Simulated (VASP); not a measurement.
Input of a VASP 6.6.1 run:

The input INCAR:

```
SYSTEM = C
PREC     = Accurate       ! precision mode
ENCUT    = 520            ! plane-wave cutoff, eV
EDIFF    = 1E-6           ! SCF threshold, eV
ISMEAR   = -1             ! smearing method
SIGMA    = 0.05           ! smearing width, eV
LREAL    = .False.        ! projectors in reciprocal space
LASPH    = .True.         ! aspherical terms in the spheres
NELM     = 80             ! most SCF steps
ALGO     = Normal         ! electronic algorithm
ISIF     = 2              ! what is computed and relaxed
LWAVE    = .False.        ! write WAVECAR
LCHARG   = .False.        ! write CHGCAR
GGA      = PS             ! functional
NBANDS   = 16             ! bands
```

The input KPOINTS:

```
regular mesh
0
Gamma
  12 12 2
  0 0 0
```

POSCAR

```
C
1.0
    2.4724943874      0.0000000000      0.0000000000
   -1.2362471937      2.1412429502      0.0000000000
    0.0000000000      0.0000000000     24.2937923774
C
4
Direct
    0.6666666667      0.3333333333      0.5704754400
    0.3333333333      0.6666666667      0.4295245600
    0.0000000000      0.0000000000      0.4295312300
    0.0000000000      0.0000000000      0.5704687700
```

Potentials or basis: VASP PAW PBE potentials, release 64 (C).

Run with:

```console
$ cat potpaw_PBE.64/C/POTCAR > POTCAR
$ mpirun -np 1 vasp_std > vasp.out
```

(1) What does it give for the band gap on the k mesh?

(2) Predict the largest force.

Answers

(1) zero (filled and empty bands touch).

(2) 0.019 eV/Å.

Caveat: the PAW data sets were made with another functional, which shifts forces and pressure a little.
